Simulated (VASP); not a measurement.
# C (I4_1/amd) in VASP: further runs, part 3 of 3

VASP 6.6.1. The steps go on from the part before.

## (5) Relaxation of cell and atoms, PBE

INCAR reads:

```
PREC = Accurate
ENCUT = 600
EDIFF = 1E-6
ISMEAR = 0
SIGMA = 0.1
LREAL = False
LASPH = True
NELM = 60
ALGO = Normal
ISIF = 3
LWAVE = False
LCHARG = False
GGA = PE
IBRION = 2
NSW = 90
EDIFFG = -0.04
```

KPOINTS reads:

```
Automatic mesh
0
Gamma
  8 8 8
```

POSCAR reads:

```
C
1.0
   -1.6583537900      1.6583537900      3.0681311100
    1.6583537900     -1.6583537900      3.0681311100
    1.6583537900      1.6583537900     -3.0681311100
C
8
Direct
    0.8750000000      0.9100961200      0.5350961200
    0.3750000000      0.3399038800      0.4649038800
    0.6600961200      0.6250000000      0.5350961200
    0.0899038800      0.1250000000      0.4649038800
    0.8750000000      0.3399038800      0.9649038800
    0.3750000000      0.9100961200      0.0350961200
    0.0899038800      0.6250000000      0.9649038800
    0.6600961200      0.1250000000      0.0350961200
```

Potentials or basis: VASP PAW PBE potentials, release 64 (C).

On the command line:

```console
$ cat potpaw_PBE.64/C/POTCAR > POTCAR
$ mpirun -np 1 vasp_std > vasp.out
```

OUTCAR:

```text
PREC = Accurate
   ENCUT = 600
   EDIFF = 1E-6
   ISMEAR = 0
   LREAL = False
   LASPH = True
   NELM = 60
   ISIF = 3
   GGA = PE
   IBRION = 2
   NSW = 90
   EDIFFG = -0.04

 ion  position               nearest neighbor table
   1  0.875  0.910  0.535-   5 1.43   4 1.54   3 1.54   6 1.66   6 1.66   5 1.89
   2  0.375  0.340  0.465-   6 1.43   4 1.54   3 1.54   5 1.66   5 1.66   6 1.89
   3  0.660  0.625  0.535-   7 1.43   2 1.54   1 1.54   8 1.66   8 1.66   7 1.89
   4  0.090  0.125  0.465-   8 1.43   2 1.54   1 1.54   7 1.66   7 1.66   8 1.89
   5  0.875  0.340  0.965-   1 1.43   7 1.54   8 1.54   2 1.66   2 1.66   1 1.89
   6  0.375  0.910  0.035-   2 1.43   7 1.54   8 1.54   1 1.66   1 1.66   2 1.89
   7  0.090  0.625  0.965-   3 1.43   5 1.54   6 1.54   4 1.66   4 1.66   3 1.89
   8  0.660  0.125  0.035-   4 1.43   5 1.54   6 1.54   3 1.66   3 1.66   4 1.89

  LATTYP: Found a body centered tetragonal cell.
 ALAT       =     3.3167075800
 C/A-ratio  =     1.8501064902

  Lattice vectors:

 A1 = (  -1.6583537900,   1.6583537900,   3.0681311100)
 A2 = (   1.6583537900,  -1.6583537900,   3.0681311100)
 A3 = (   1.6583537900,   1.6583537900,  -3.0681311100)

Analysis of symmetry for initial positions (statically):
=====================================================================
 Subroutine PRICEL returns:
 Original cell was already a primitive cell.

 Routine SETGRP: Setting up the symmetry group for a
 body centered tetragonal supercell.

 Subroutine GETGRP returns: Found 16 space group operations
 (whereof  8 operations were pure point group operations)
 out of a pool of 16 trial point group operations.

The static configuration has the point symmetry D_2d.
 The point group associated with its full space group is D_4h.

Analysis of symmetry for dynamics (positions and initial velocities):
=====================================================================
 Subroutine PRICEL returns:
 Original cell was already a primitive cell.

 Routine SETGRP: Setting up the symmetry group for a
 body centered tetragonal supercell.

 Subroutine GETGRP returns: Found 16 space group operations
 (whereof  8 operations were pure point group operations)
 out of a pool of 16 trial point group operations.

The dynamic configuration has the point symmetry D_2d.
 The point group associated with its full space group is D_4h.

 Subroutine INISYM returns: Found 16 space group operations
 (whereof  8 operations are pure point group operations),
 and found     1 'primitive' translations

----------------------------------------------------------------------------------------

                                     Primitive cell

  volume of cell :      33.7511

  direct lattice vectors                    reciprocal lattice vectors
    -1.658353790  1.658353790  3.068131110     0.000000000  0.301503818  0.162965656
     1.658353790 -1.658353790  3.068131110     0.301503818  0.000000000  0.162965656
     1.658353790  1.658353790 -3.068131110     0.301503818  0.301503818  0.000000000

  length of vectors
     3.861826394  3.861826394  3.861826394     0.342727819  0.342727819  0.426390789

  position of ions in fractional coordinates (direct lattice)
     0.875000000  0.910096120  0.535096120
     0.375000000  0.339903880  0.464903880
     0.660096120  0.625000000  0.535096120
     0.089903880  0.125000000  0.464903880
     0.875000000  0.339903880  0.964903880
[... 75 lines left out ...]
   NGXF,Y,Z  is equivalent  to a cutoff of  27.55, 27.55, 27.55 a.u.
 SYSTEM =  unknown system
   PREC   = accura    normal or accurate (medium, high low for compatibility)
   ISTART =      0    job   : 0-new  1-cont  2-samecut
   ICHARG =      2    charge: 1-file 2-atom 10-const
   ISPIN  =      1    spin polarized calculation?
   LNONCOLLINEAR =      F non collinear calculations
   LSORBIT =      F    spin-orbit coupling
   LASPH  =      T    aspherical Exc in radial PAW
   ENCUT  =  600.0 eV  44.10 Ry    6.64 a.u.   7.71  7.71  7.71*2*pi/ulx,y,z
   NELM   =     60;   NELMIN=  2; NELMDL= -5     # of ELM steps
   EDIFF  = 0.1E-05   stopping-criterion for ELM
   LREAL  =      F    real-space projection
   EDIFFG = -.4E-01   stopping-criterion for IOM
   NSW    =     90    number of steps for IOM
   IBRION =      2    ionic relax: 0-MD 1-quasi-New 2-CG
   NFREE  =      1    steps in history (QN), initial steepest desc. (CG)
   ISIF   =      3    stress and relaxation
   ISYM   =      2    0-nonsym 1-usesym 2-fastsym
   POTIM  = 0.5000    time-step for ionic-motion
   TEBEG  =    0.0;   TEEND  =   0.0 temperature during run
   PSTRESS=    0.0 pullay stress
   NELECT =      32.0000    total number of electrons
   NUPDOWN=      -1.0000    fix difference up-down
   EMIN   =  10.00;   EMAX   =-10.00  energy-range for DOS
   EFERMI =   0.00;   METHOD = LEGACY
   ISMEAR =     0;   SIGMA  =   0.10  broadening in eV -4-tet -1-fermi 0-gaus
   EFERMI_NEDOS =   21; number of points for ismear=-14 and -15
   IALGO  =     38    algorithm
   IMIX   =      4    mixing-type and parameters
     AMIX     =   0.40;   BMIX     =  1.00
     AMIX_MAG =   1.60;   BMIX_MAG =  1.00
  volume/ion in A,a.u.               =       4.22        28.47
  Fermi-wavevector in a.u.,A,eV,Ry     =   1.608281  3.039211 35.192412  2.586569
  Thomas-Fermi vector in A             =   2.704176
   LORBIT       =      0    0 simple, 1 ext, 2 COOP (PROOUT), +10 PAW based schemes
   GGA     = PE    functional components
   LHFCALC =     F    Hartree Fock is set to
   AEXX    =    0.0000 exact exchange contribution
   IVDW    =     0    specifies the selected vdW correction
   LEPSILON=     F    determine dielectric tensor
   LRPA    =     F    only Hartree local field effects (RPA)
 conjugate gradient relaxation of ions
 non-spin polarized calculation
 Gauss-broadening in eV      SIGMA  =   0.10
  energy-cutoff  :      600.00
  volume of cell :       33.75
 maximum number of plane-waves:      1160
   NGX = 15   NGY = 15   NGZ = 15

--------------------------------------- Ionic step        1  -------------------------------------------

 number of electron      32.0000000 magnetization

 Free energy of the ion-electron system (eV)
  ---------------------------------------------------
  ext. energy  EPLUGINS =         0.00000000
  ---------------------------------------------------
  free energy    TOTEN  =       -47.23061680 eV

  energy without entropy =      -47.22099136  energy(sigma->0) =      -47.22580408

------------------------ aborting loop because EDIFF is reached ----------------------------------------

  FORCE on cell =-STRESS in cart. coord.  units (eV):
  Direction    XX          YY          ZZ          XY          YZ          ZX
  --------------------------------------------------------------------------------------
  -------------------------------------------------------------------------------------
  Total       40.6028372     40.6028372     40.5341198      0.0000000      0.0000000      0.0000000
  in kB     1927.4303065   1927.4303065   1924.1682696      0.0000000      0.0000000      0.0000000
  external PRESSURE =    1926.3429609 kB  Pullay stress =       0.0000000 kB
[... 107 lines left out ...]
  FREE ENERGIE OF THE ION-ELECTRON SYSTEM (eV)
  ---------------------------------------------------
  free  energy   TOTEN  =       -52.7042716738 eV

  energy  without entropy=      -52.6840906939  energy(sigma->0) =      -52.69418118

 E-fermi :  10.2781     XC(G=0): -13.6527

 val. band max:       10.2715816810   @ k =   0.5000   0.2500   0.1250
 cond. band min:      10.2788097444   @ k =  -0.3750   0.5000   0.2500
 fundamental gap:      0.0072280634
 Fermi energy:        10.2780835322

 k-point     1 :       0.0000    0.0000    0.0000
  band No.  band energies     occupation
      1     -11.5804      2.00000
      2      -1.8212      2.00000
      3      -1.7007      2.00000
      4      -1.1064      2.00000
      5      -1.1064      2.00000
      6      -0.7316      2.00000
[... 565 lines left out ...]
     20      13.9913      0.00000
     21      14.8094      0.00000

 [... further k-points ...]

[... ionic steps 4 to 37 ...]

--------------------------------------- Ionic step       38  -------------------------------------------

 number of electron      31.9999999 magnetization

------------------------ aborting loop because EDIFF is reached ----------------------------------------
[... 79 lines left out ...]
--------------------------------------- Ionic step       40  -------------------------------------------

 number of electron      32.0000000 magnetization

 Free energy of the ion-electron system (eV)
  ---------------------------------------------------
  ext. energy  EPLUGINS =         0.00000000
  ---------------------------------------------------
  free energy    TOTEN  =       -64.99438300 eV

  energy without entropy =      -64.99438300  energy(sigma->0) =      -64.99438300

 E-fermi :   5.3508     XC(G=0): -10.9985

 val. band max:        4.8877110631   @ k =  -0.2500  -0.3750   0.1250
 cond. band min:       6.8308343675   @ k =  -0.3750   0.3750   0.0000
 fundamental gap:      1.9431233044
 Fermi energy:         5.3508395401

 k-point     1 :       0.0000    0.0000    0.0000
  band No.  band energies     occupation
      1     -14.3307      2.00000
      2      -9.1316      2.00000
      3      -9.1316      2.00000
      4      -8.0563      2.00000
      5      -6.1330      2.00000
      6      -6.1330      2.00000
[... 602 lines left out ...]
  FREE ENERGIE OF THE ION-ELECTRON SYSTEM (eV)
  ---------------------------------------------------
  free  energy   TOTEN  =       -64.9943829995 eV

  energy  without entropy=      -64.9943829995  energy(sigma->0) =      -64.99438300

 reached required accuracy - stopping structural energy minimisation
```

Wall time 16 min (1 thread of Intel Xeon 6975P-C, shared host); peak memory 0.2 GiB.

What came out:

| Item | Value |
| --- | --- |
| Free energy | -64.9944 eV |
| Relaxed volume | 7.86 Å³/atom |
| Relaxed cell | a = 4.357 Å, b = 4.357 Å, c = 4.357 Å, α = 105.92°, β = 105.92°, γ = 116.83° |
| Space group after relaxing (to 0.05 Å) | I4_1/amd (No. 141) |
| Energy gained by relaxing | 2220.5 meV/atom |
| Ionic steps | 40 |
| Pressure after relaxing | 0.1 GPa |
| Band gap on the k mesh | 1.94 eV, indirect (least direct gap 2.60 eV) |

Step by step:
| step | energy change (eV) | largest force (eV/Å) | pressure (GPa) | volume (Å³) |
| --- | --- | --- | --- | --- |
| 1 | 0.0000 | 0.6994 | 192.63 | 33.75 |
| 2 | -0.5962 | 2.3878 | -56.75 | 65.09 |
| 3 | -5.4737 | 2.1095 | -2.50 | 46.33 |
| 4 | -5.4850 | 2.0695 | 1.01 | 45.84 |
| 5 | -5.4866 | 2.0475 | 2.99 | 45.57 |
| 6 | -6.8211 | 0.4362 | 4.66 | 47.80 |
| 7 | -6.8827 | 0.3740 | 6.95 | 48.22 |
| 8 | -7.5611 | 1.3214 | 6.23 | 49.77 |
| 9 | -9.0771 | 5.5473 | 16.65 | 54.14 |
| 10 | -1.0645 | 32.3603 | 108.10 | 61.19 |
| 11 | -7.6612 | 9.6062 | 35.26 | 54.71 |
| 12 | -7.7106 | 9.2444 | 33.73 | 54.48 |
| 13 | -7.7410 | 8.9883 | 32.68 | 54.31 |
| 14 | -7.7964 | 9.0207 | 32.54 | 54.48 |
| 15 | -7.9591 | 9.1086 | 32.19 | 54.99 |
| 16 | -8.2889 | 9.2280 | 31.80 | 55.99 |
| 17 | -8.9352 | 10.1150 | 31.54 | 57.94 |
| 18 | -10.2294 | 10.6414 | 36.11 | 61.60 |
| 19 | -6.7388 | 25.4928 | 50.97 | 67.72 |
| 20 | -9.7811 | 16.1443 | 42.90 | 63.86 |
| 21 | -11.3098 | 14.8921 | 26.69 | 66.42 |
| 22 | -12.6034 | 12.6997 | -2.57 | 71.77 |
| 23 | -13.9162 | 10.0655 | -7.85 | 71.01 |
| 24 | -16.2815 | 4.0464 | -17.02 | 68.74 |
| 25 | -16.2572 | 2.6454 | -16.25 | 64.21 |
| 26 | -16.8638 | 0.2724 | -18.37 | 66.20 |
| 27 | -16.8786 | 0.3305 | -18.46 | 66.60 |
| 28 | -16.9857 | 0.3037 | -16.83 | 66.21 |
| 29 | -17.2623 | 0.1983 | -11.61 | 65.02 |
| 30 | -17.5935 | 0.1373 | 0.50 | 62.66 |
| 31 | -17.1918 | 1.4281 | 32.66 | 57.94 |
| 32 | -17.6358 | 0.3593 | 6.98 | 61.56 |
| 33 | -17.6737 | 0.2958 | 5.49 | 61.84 |
| 34 | -17.7461 | 0.0871 | 1.05 | 62.68 |
| 35 | -17.7034 | 0.4019 | -7.63 | 64.33 |
| 36 | -17.7595 | 0.0864 | -1.73 | 63.22 |
| 37 | -17.7627 | 0.0567 | -1.10 | 63.06 |
| 38 | -17.7630 | 0.1047 | -0.88 | 63.01 |
| 39 | -17.7636 | 0.0443 | 0.51 | 62.81 |
| 40 | -17.7638 | 0.0016 | 0.07 | 62.87 |

Final structure:
```
C
1.0
    -2.62444    2.62444    2.28215
     2.62444   -2.62444    2.28215
     2.62444    2.62444   -2.28215
C
8
Cartesian
  1.9519 1.3122 2.8527
  0.6726 1.3122 0.5705
  1.3122 1.9519 1.7116
  1.3122 0.6726 -0.5705
  0.6726 3.9367 0.5705
  1.9519 -1.3122 2.8527
  3.9367 0.6726 -0.5705
  -1.3122 1.9519 1.7116
```

Caveat: the volume moved by over 15 % at a fixed basis, so the end points are rough.

## (6) Summary

| task | cell | cutoff (eV) | smearing | gap on the mesh (eV) | pressure (GPa) | largest force (eV/Å) |
| --- | --- | --- | --- | --- | --- | --- |
| single point | a = 3.862 Å, angles 129.1, 129.1, 74.8°, 8 atoms | 520 | gaussian 0.1 eV | none | 193.4 | 0.71 |
| single point | a = 4.625 Å, angles 99.9, 99.9, 131.0°, 8 atoms | 520 | gaussian 0.1 eV | 2.39 | 0.3 | 0.04 |
| single point | a = 4.625 Å, angles 99.9, 99.9, 131.1°, 8 atoms | 520 | gaussian 0.02 eV | 2.39 | 0.4 | 0.02 |
| relaxation of cell and atoms | relaxed from a = 3.862 Å, angles 129.1, 129.1, 74.8°, 8 atoms | 600 | gaussian 0.1 eV | 1.94 | 0.1 | - |

Alike in all rows: level PBE; potentials or basis VASP PAW PBE potentials, release 64 (C); no spin polarisation; k mesh 8 × 8 × 8.

Caveats: the volume moved by over 15 % at a fixed basis, so the end points are rough (some runs).

Total energies depend on the potentials used, so only differences within one code and one set of settings carry meaning.
